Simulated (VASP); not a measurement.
# P (Cmce) in VASP: a series of runs

P is run at these levels: PBEsol+D3(BJ); tasks: single point, relaxation of cell and atoms.

Program: VASP 6.6.1. These are calculated values, not measurements. Logs are shortened: lines on timing, memory, paths and dates and some standing lists are left out, and cuts for length are marked.

**1. The cell of the first run**

Symmetry: Cmce, No. 64, orthorhombic system. Conventional cell: a = 3.435 Å, b = 9.845 Å, c = 3.653 Å, α = 90.00°, β = 90.00°, γ = 90.00°. P (site symmetry m) has 5 P at 2.23 to 2.79 Å within 3.0 Å.

**2. Single point, PBEsol+D3(BJ)**

Contents of INCAR:

```
PREC = Accurate
ENCUT = 520
EDIFF = 1E-6
ISMEAR = 0
SIGMA = 0.1
LREAL = F
LASPH = T
NELM = 80
ALGO = Normal
ISIF = 2
LWAVE = F
LCHARG = F
GGA = PS
IVDW = 12
NBANDS = 18
```

Contents of KPOINTS:

```
regular mesh
0
Gamma
  6 6 4
```

Contents of POSCAR:

```
P
1.0
    1.7176676920     -4.9226132090      0.0000000000
    1.7176676920      4.9226132090      0.0000000000
    0.0000000000      0.0000000000      3.6532958572
P
4
Direct
    0.1118438347      0.8881561653      0.9492374514
    0.6118438347      0.3881561653      0.5507625486
    0.8881561653      0.1118438347      0.0507625486
    0.3881561653      0.6118438347      0.4492374514
```

Potentials or basis: VASP PAW PBE potentials, release 64 (P).

The run is started by

```
cat potpaw_PBE.64/P/POTCAR > POTCAR
mpirun -np 1 vasp_std > vasp.out
```

OUTCAR:

```text
PREC = Accurate
   ENCUT = 520
   EDIFF = 1E-6
   ISMEAR = 0
   LREAL = F
   LASPH = T
   NELM = 80
   ISIF = 2
   GGA = PS
   IVDW = 12
 IVDW          = 12

 ion  position               nearest neighbor table
   1  0.112  0.888  0.949-   3 2.23   2 2.25   2 2.25   2 2.79   2 2.79
   2  0.612  0.388  0.551-   4 2.23   1 2.25   1 2.25   1 2.79   1 2.79
   3  0.888  0.112  0.051-   1 2.23   4 2.25   4 2.25   4 2.79   4 2.79
   4  0.388  0.612  0.449-   2 2.23   3 2.25   3 2.25   3 2.79   3 2.79

  LATTYP: Found a base centered orthorhombic cell.
 ALAT       =     3.4353353840
 B/A-ratio  =     2.8658705243
 C/A-ratio  =     1.0634466359

  Lattice vectors:

 A1 = (   1.7176676920,  -4.9226132090,   0.0000000000)
 A2 = (   1.7176676920,   4.9226132090,   0.0000000000)
 A3 = (   0.0000000000,   0.0000000000,   3.6532958572)

Analysis of symmetry for initial positions (statically):
=====================================================================
 Subroutine PRICEL returns:
 Original cell was already a primitive cell.

 Routine SETGRP: Setting up the symmetry group for a
 base centered orthorhombic supercell.

 Subroutine GETGRP returns: Found  8 space group operations
 (whereof  4 operations were pure point group operations)
 out of a pool of  8 trial point group operations.

The static configuration has the point symmetry C_2h.
 The point group associated with its full space group is D_2h.

Analysis of symmetry for dynamics (positions and initial velocities):
=====================================================================
 Subroutine PRICEL returns:
 Original cell was already a primitive cell.

 Routine SETGRP: Setting up the symmetry group for a
 base centered orthorhombic supercell.

 Subroutine GETGRP returns: Found  8 space group operations
 (whereof  4 operations were pure point group operations)
 out of a pool of  8 trial point group operations.

The dynamic configuration has the point symmetry C_2h.
 The point group associated with its full space group is D_2h.

 Subroutine INISYM returns: Found  8 space group operations
 (whereof  4 operations are pure point group operations),
 and found     1 'primitive' translations

----------------------------------------------------------------------------------------

                                     Primitive cell

  volume of cell :      61.7803

  direct lattice vectors                    reciprocal lattice vectors
     1.717667692 -4.922613209  0.000000000     0.291092394 -0.101572067  0.000000000
     1.717667692  4.922613209  0.000000000     0.291092394  0.101572067  0.000000000
     0.000000000  0.000000000  3.653295857     0.000000000  0.000000000  0.273725436

  length of vectors
     5.213684216  5.213684216  3.653295857     0.308304503  0.308304503  0.273725436

  position of ions in fractional coordinates (direct lattice)
     0.111843835  0.888156165  0.949237451
     0.611843835  0.388156165  0.550762549
     0.888156165  0.111843835  0.050762549
     0.388156165  0.611843835  0.449237451

  ion indices of the primitive-cell ions
   primitive index   ion index
                 1           1
                 2           2
                 3           3
                 4           4

----------------------------------------------------------------------------------------

 KPOINTS: regular mesh

Automatic generation of k-mesh.
 Grid dimensions read from file:
 generate k-points for:    6    6    4

 Generating k-lattice:

  Cartesian coordinates                     Fractional coordinates (reciprocal lattice)
     0.048515399 -0.016928678  0.000000000     0.166666667 -0.000000000  0.000000000
     0.048515399  0.016928678  0.000000000    -0.000000000  0.166666667  0.000000000
     0.000000000  0.000000000  0.068431359     0.000000000  0.000000000  0.250000000

  Length of vectors
     0.051384084  0.051384084  0.068431359

  Shift w.r.t. Gamma in fractional coordinates (k-lattice)
     0.000000000  0.000000000  0.000000000

 Subroutine IBZKPT returns following result:
 ===========================================

 Found     39 irreducible k-points:

 Following reciprocal coordinates:
            Coordinates               Weight
  0.000000  0.000000  0.000000      1.000000
  0.166667 -0.000000  0.000000      4.000000
  0.333333 -0.000000  0.000000      4.000000
  0.500000 -0.000000  0.000000      2.000000
  0.166667  0.166667  0.000000      2.000000
  0.333333  0.166667  0.000000      4.000000
[... 16 lines left out ...]
  0.333333  0.333333  0.250000      4.000000
  0.500000  0.333333  0.250000      8.000000
 [... further k-points ...]
   k-points           NKPTS =     39   k-points in BZ     NKDIM =     39   number of bands    NBANDS=     18
   number of dos      NEDOS =    301   number of ions     NIONS =      4
   total plane-waves  NPLWV =  44800
   dimension x,y,z NGX =    40 NGY =   40 NGZ =   28
   dimension x,y,z NGXF=    80 NGYF=   80 NGZF=   56
   ions per type =               4
   NGX,Y,Z   is equivalent  to a cutoff of  12.75, 12.75, 12.74 a.u.
   NGXF,Y,Z  is equivalent  to a cutoff of  25.51, 25.51, 25.48 a.u.
 SYSTEM =  unknown system
   PREC   = accura    normal or accurate (medium, high low for compatibility)
   ISTART =      0    job   : 0-new  1-cont  2-samecut
   ICHARG =      2    charge: 1-file 2-atom 10-const
   ISPIN  =      1    spin polarized calculation?
   LNONCOLLINEAR =      F non collinear calculations
   LSORBIT =      F    spin-orbit coupling
   LASPH  =      T    aspherical Exc in radial PAW
   ENCUT  =  520.0 eV  38.22 Ry    6.18 a.u.   9.69  9.69  6.79*2*pi/ulx,y,z
   NELM   =     80;   NELMIN=  2; NELMDL= -5     # of ELM steps
   EDIFF  = 0.1E-05   stopping-criterion for ELM
   LREAL  =      F    real-space projection
   EDIFFG = 0.1E-04   stopping-criterion for IOM
   NSW    =      0    number of steps for IOM
   IBRION =     -1    ionic relax: 0-MD 1-quasi-New 2-CG
   NFREE  =      0    steps in history (QN), initial steepest desc. (CG)
   ISIF   =      2    stress and relaxation
   ISYM   =      2    0-nonsym 1-usesym 2-fastsym
   POTIM  = 0.5000    time-step for ionic-motion
   TEBEG  =    0.0;   TEEND  =   0.0 temperature during run
   PSTRESS=    0.0 pullay stress
   NELECT =      20.0000    total number of electrons
   NUPDOWN=      -1.0000    fix difference up-down
   EMIN   =  10.00;   EMAX   =-10.00  energy-range for DOS
   EFERMI =   0.00;   METHOD = LEGACY
   ISMEAR =     0;   SIGMA  =   0.10  broadening in eV -4-tet -1-fermi 0-gaus
   EFERMI_NEDOS =   21; number of points for ismear=-14 and -15
   IALGO  =     38    algorithm
   IMIX   =      4    mixing-type and parameters
     AMIX     =   0.40;   BMIX     =  1.00
     AMIX_MAG =   1.60;   BMIX_MAG =  1.00
  volume/ion in A,a.u.               =      15.45       104.23
  Fermi-wavevector in a.u.,A,eV,Ry     =   1.124091  2.124225 17.192067  1.263581
  Thomas-Fermi vector in A             =   2.260761
   LORBIT       =      0    0 simple, 1 ext, 2 COOP (PROOUT), +10 PAW based schemes
   GGA     = PS    functional components
   LHFCALC =     F    Hartree Fock is set to
   AEXX    =    0.0000 exact exchange contribution
   IVDW    =    12    specifies the selected vdW correction
   LEPSILON=     F    determine dielectric tensor
   LRPA    =     F    only Hartree local field effects (RPA)
 non-spin polarized calculation
 Gauss-broadening in eV      SIGMA  =   0.10
  energy-cutoff  :      520.00
  volume of cell :       61.78
 maximum number of plane-waves:      1684
   NGX = 19   NGY = 19   NGZ = 13

 number of electron      20.0000002 magnetization

 Free energy of the ion-electron system (eV)
  ---------------------------------------------------
  ext. energy  EPLUGINS =         0.00000000
  ---------------------------------------------------
  free energy    TOTEN  =       -22.95083485 eV

  energy without entropy =      -22.94926272  energy(sigma->0) =      -22.95004879

 E-fermi :   8.7717     XC(G=0): -11.0769

 val. band max:        8.7338297541   @ k =  -0.3333   0.3333   0.0000
 cond. band min:       8.9040793900   @ k =   0.3333   0.3333   0.0000
 fundamental gap:      0.1702496359
 Fermi energy:         8.7716807336

 k-point     1 :       0.0000    0.0000    0.0000
  band No.  band energies     occupation
      1      -7.6499      2.00000
      2      -3.4703      2.00000
      3       0.7902      2.00000
      4       0.8245      2.00000
      5       3.6054      2.00000
      6       4.0218      2.00000
[... 10 lines left out ...]
     17      15.4682      0.00000
     18      16.0548      0.00000

 k-point     2 :       0.1667   -0.0000    0.0000
  band No.  band energies     occupation
      1      -7.3036      2.00000
      2      -3.2834      2.00000
      3      -0.2632      2.00000
      4       1.2650      2.00000
      5       2.6627      2.00000
      6       3.9457      2.00000
[... 10 lines left out ...]
     17      13.7086      0.00000
     18      15.3303      0.00000

 k-point     3 :       0.3333   -0.0000    0.0000
  band No.  band energies     occupation
      1      -6.2783      2.00000
      2      -2.6619      2.00000
      3      -2.4796      2.00000
      4       0.2728      2.00000
      5       2.5822      2.00000
      6       4.7104      2.00000
[... 10 lines left out ...]
     17      15.3336      0.00000
     18      15.8545      0.00000

 k-point     4 :       0.5000   -0.0000    0.0000
  band No.  band energies     occupation
      1      -4.6245      2.00000
      2      -4.6245      2.00000
      3      -1.4997      2.00000
      4      -1.4997      2.00000
      5       4.3607      2.00000
      6       4.3607      2.00000
[... 10 lines left out ...]
     17      17.0233      0.00000
     18      17.0233      0.00000

 k-point     5 :       0.1667    0.1667    0.0000
  band No.  band energies     occupation
      1      -6.3856      2.00000
      2      -2.3422      2.00000
      3      -2.2081      2.00000
      4      -0.0570      2.00000
      5       1.9458      2.00000
      6       4.7138      2.00000
[... 10 lines left out ...]
     17      15.4392      0.00000
     18      15.6922      0.00000

 k-point     6 :       0.3333    0.1667    0.0000
  band No.  band energies     occupation
      1      -4.8167      2.00000
      2      -4.3681      2.00000
      3      -2.1396      2.00000
      4      -0.7927      2.00000
      5       3.4121      2.00000
      6       5.1990      2.00000
[... 10 lines left out ...]
     17      16.2742      0.00000
     18      17.1192      0.00000

 k-point     7 :       0.5000    0.1667    0.0000
  band No.  band energies     occupation
      1      -6.0088      2.00000
      2      -3.4468      2.00000
      3      -2.6959      2.00000
      4       0.9722      2.00000
      5       3.8004      2.00000
      6       4.5195      2.00000
[... 10 lines left out ...]
     17      15.0698      0.00000
     18      16.6658      0.00000

 k-point     8 :      -0.3333    0.1667    0.0000
  band No.  band energies     occupation
      1      -7.0957      2.00000
      2      -4.0186      2.00000
      3      -0.3688      2.00000
      4       2.3495      2.00000
      5       3.0004      2.00000
      6       4.1972      2.00000
[... 10 lines left out ...]
     17      14.2333      0.00000
     18      14.2855      0.00000
[... 229 lines left out ...]
     17      15.4761      0.00000
     18      16.4614      0.00000

 k-point    20 :       0.5000    0.1667    0.2500
  band No.  band energies     occupation
      1      -5.4620      2.00000
      2      -3.2161      2.00000
      3      -2.2883      2.00000
      4       0.7046      2.00000
      5       1.7714      2.00000
      6       3.2352      2.00000
[... 10 lines left out ...]
     17      15.6824      0.00000
     18      16.2473      0.00000

 k-point    21 :      -0.3333    0.1667    0.2500
  band No.  band energies     occupation
      1      -6.5127      2.00000
      2      -3.7611      2.00000
      3      -1.2834      2.00000
      4       1.4229      2.00000
      5       2.5544      2.00000
      6       3.4954      2.00000
[... 10 lines left out ...]
     17      16.1673      0.00000
     18      16.2634      0.00000

 k-point    22 :      -0.1667    0.1667    0.2500
  band No.  band energies     occupation
      1      -6.9448      2.00000
      2      -3.7929      2.00000
      3      -1.1529      2.00000
      4       1.7072      2.00000
      5       2.7385      2.00000
      6       4.3702      2.00000
[... 10 lines left out ...]
     17      15.4078      0.00000
     18      16.4346      0.00000

 k-point    23 :       0.3333    0.3333    0.2500
  band No.  band energies     occupation
      1      -5.2901      2.00000
      2      -3.4774      2.00000
      3      -2.4346      2.00000
      4       0.9937      2.00000
      5       1.5846      2.00000
      6       3.1413      2.00000
[... 10 lines left out ...]
     17      15.2669      0.00000
     18      15.6189      0.00000

 k-point    24 :       0.5000    0.3333    0.2500
  band No.  band energies     occupation
      1      -6.2407      2.00000
      2      -4.2816      2.00000
      3      -1.3317      2.00000
      4       1.1621      2.00000
      5       2.2121      2.00000
      6       4.5668      2.00000
[... 10 lines left out ...]
     17      14.4167      0.00000
     18      16.1466      0.00000

 [... further k-points ...]

------------------------ aborting loop because EDIFF is reached ----------------------------------------

 Edisp (eV)   -1.46340

 E8    (eV) :    -0.8679

  FORCE on cell =-STRESS in cart. coord.  units (eV):
  Direction    XX          YY          ZZ          XY          YZ          ZX
  --------------------------------------------------------------------------------------
  -------------------------------------------------------------------------------------
  Total      -0.00237    -0.11907     0.06654     0.00000    -0.00000     0.00000
  in kB      -0.06144    -3.08800     1.72559     0.00000    -0.00000     0.00000
  external pressure =       -0.47 kB  Pullay stress =        0.00 kB

 VOLUME and BASIS-vectors are now :
 -----------------------------------------------------------------------------
  energy-cutoff  :      520.00
  volume of cell :       61.78
      direct lattice vectors                 reciprocal lattice vectors
     1.717667692 -4.922613209  0.000000000     0.291092394 -0.101572067  0.000000000
     1.717667692  4.922613209  0.000000000     0.291092394  0.101572067  0.000000000
     0.000000000  0.000000000  3.653295857     0.000000000  0.000000000  0.273725436

 POSITION                                       TOTAL-FORCE (eV/Angst)
 -----------------------------------------------------------------------------------
      1.71767      3.82149      3.46785         0.000000      0.016439     -0.041716
      1.71767     -1.10113      2.01210         0.000000      0.016439      0.041716
      1.71767     -3.82149      0.18545         0.000000     -0.016439      0.041716
      1.71767      1.10113      1.64120         0.000000     -0.016439     -0.041716
 -----------------------------------------------------------------------------------
    total drift:                               -0.000000      0.000000      0.000000

  FREE ENERGIE OF THE ION-ELECTRON SYSTEM (eV)
  ---------------------------------------------------
  free  energy   TOTEN  =       -24.4142336491 eV

  energy  without entropy=      -24.4126615212  energy(sigma->0) =      -24.41344759
```

Wall time 21 s (1 thread of AMD EPYC 9R45 (Zen 5), shared host); peak memory 0.18 GiB.

Results:

```
Free energy                : -24.4142 eV
Pressure                   : 0.0 GPa
Largest force              : 0.045 eV/Å
Band gap on the k mesh     : zero (bands 10 and 11 overlap by 0.37 eV)
Dispersion energy per atom : -0.366 eV
```

Forces on the atoms (eV/Å):
```
P    0.000  0.016 -0.042
P    0.000  0.016  0.042
P    0.000 -0.016  0.042
P    0.000 -0.016 -0.042
```

Stress tensor (GPa, compression positive):
```
-0.01  0.00  0.00
 0.00 -0.31  0.00
 0.00  0.00  0.17
```

Caveat: the k points lie up to 0.43 Å⁻¹ apart; the PAW data sets were made with another functional, which shifts forces and pressure a little.

**3. Relaxation of cell and atoms, PBEsol+D3(BJ)**

This run uses another cell than the first one, of 19.03 Å³/atom.

Contents of INCAR:

```
SYSTEM = P
PREC = Accurate
ENCUT = 600
EDIFF = 1E-7
ISMEAR = 0
SIGMA = 0.1
LREAL = .False.
LASPH = .True.
NELM = 100
ALGO = Normal
ISIF = 3
LWAVE = .False.
LCHARG = .False.
GGA = PS
IVDW = 12
IBRION = 2
NSW = 100
EDIFFG = -0.05
```

Contents of KPOINTS:

```
regular mesh
0
Gamma
  6 6 4
  0 0 0
```

Contents of POSCAR:

```
P
1.0
    1.6550000000     -5.2500000000      0.0000000000
    1.6550000000      5.2500000000      0.0000000000
    0.0000000000      0.0000000000      4.3800000000
P
4
Direct
    0.0980000000      0.9020000000      0.9100000000
    0.5980000000      0.4020000000      0.5900000000
    0.9020000000      0.0980000000      0.0900000000
    0.4020000000      0.5980000000      0.4100000000
```

Potentials or basis: VASP PAW PBE potentials, release 64 (P).

The run is started by

```
cat potpaw_PBE.64/P/POTCAR > POTCAR
mpirun -np 1 vasp_std > vasp.out
```

It took 8.2 min on 1 thread of AMD EPYC 9R45 (Zen 5), shared host; peak memory 0.26 GiB.

The run converged. Its results:

```
Free energy                           : -24.4158 eV
Relaxed volume                        : 15.44 Å³/atom
Relaxed cell                          : a = 5.196 Å, b = 5.196 Å, c = 3.663 Å, α = 90.00°, β = 90.00°, γ = 141.36°
Space group after relaxing (to 0.1 Å) : Cmce (No. 64)
Energy gained by relaxing             : 80.9 meV/atom
Ionic steps                           : 22
Pressure after relaxing               : 0.1 GPa
Largest force after relaxing          : 0.023 eV/Å
Band gap on the k mesh                : zero (bands 10 and 11 overlap by 0.38 eV)
Dispersion energy per atom            : -0.366 eV
```

Forces on the atoms (eV/Å):
```
P    0.000  0.023  0.000
P    0.000  0.023  0.000
P    0.000 -0.023  0.000
P    0.000 -0.023  0.000
```

Stress tensor (GPa, compression positive):
```
-0.01  0.00  0.00
 0.00  0.12  0.00
 0.00  0.00  0.08
```

Step by step:
```tsv
step	energy change (eV)	largest force (eV/Å)	pressure (GPa)	volume (Å³)
1	0.0000	0.9248	0.70	76.11
2	-0.0828	0.1953	-3.13	77.03
3	-0.0834	0.2065	-2.85	76.96
4	-0.1389	0.1533	-1.26	73.68
5	-0.1477	0.1142	-0.20	71.78
6	-0.2013	0.2027	0.56	69.31
7	-0.2521	0.3556	3.05	64.56
8	-0.2878	0.1456	-0.24	64.78
9	-0.2878	0.1555	-0.31	64.79
10	-0.2954	0.1137	-0.23	64.61
11	-0.2989	0.1306	-0.18	64.44
12	-0.3025	0.2366	-0.20	64.08
13	-0.3085	0.1604	-0.27	63.74
14	-0.3093	0.1537	-0.27	63.59
15	-0.3168	0.0743	-0.35	63.13
16	-0.3202	0.0433	-0.52	62.68
17	-0.3195	0.1665	-0.69	61.75
18	-0.3218	0.0629	-0.63	62.40
19	-0.3223	0.1086	-0.69	62.08
20	-0.3224	0.0885	-0.68	62.20
21	-0.3219	0.0551	0.97	61.24
22	-0.3236	0.0227	0.06	61.76
```

Final structure:
```cif
data_structure
_symmetry_space_group_name_H-M 'P 1'
_symmetry_Int_Tables_number 1
_cell_length_a 5.1959
_cell_length_b 5.1959
_cell_length_c 3.6633
_cell_angle_alpha 90.000
_cell_angle_beta 90.000
_cell_angle_gamma 141.360
_cell_volume 61.76
loop_
_atom_site_label
_atom_site_type_symbol
_atom_site_fract_x
_atom_site_fract_y
_atom_site_fract_z
_atom_site_occupancy
P1 P 0.11217 0.88783 0.94784 1
P2 P 0.61217 0.38783 0.55216 1
P3 P 0.88783 0.11217 0.05216 1
P4 P 0.38783 0.61217 0.44784 1
```

Levels at points of the mesh, in eV from the Fermi level:
| k point | band 6 | band 7 | band 8 | band 9 | band 10 | band 11 | band 12 | band 13 | band 14 |
| --- | --- | --- | --- | --- | --- | --- | --- | --- | --- |
| (0.00, 0.00, 0.00) | -4.75 | -3.40 | -3.30 | -2.21 | -0.80 | 1.39 | 1.99 | 2.50 | 4.64 |
| (0.50, 0.00, 0.00) | -4.43 | -2.45 | -2.45 | -2.05 | -2.05 | 0.69 | 0.69 | 1.90 | 1.90 |
| (0.50, 0.50, 0.00) | -4.92 | -3.91 | -2.37 | -2.22 | -1.02 | -0.22 | 1.25 | 2.55 | 4.17 |
| (0.00, 0.00, 0.50) | -5.59 | -3.13 | -3.13 | -0.48 | -0.48 | 0.88 | 0.88 | 1.14 | 1.14 |
| (0.50, 0.00, 0.50) | -6.75 | -6.11 | -6.11 | -2.29 | -2.29 | 1.48 | 1.48 | 6.71 | 6.71 |
| (0.50, 0.50, 0.50) | -3.33 | -2.12 | -2.12 | -0.92 | -0.92 | 1.16 | 1.16 | 1.80 | 1.80 |

Caveat: the volume moved by over 15 % at a fixed basis, so the end points are rough; the PAW data sets were made with another functional, which shifts forces and pressure a little; the relaxation stopped at a loose force limit of 0.05 eV/Å, so its end isn't a converged minimum.

[end of part 1 of 2]

The gap in the log of VASP goes by the Fermi energy; the results here count the filled bands.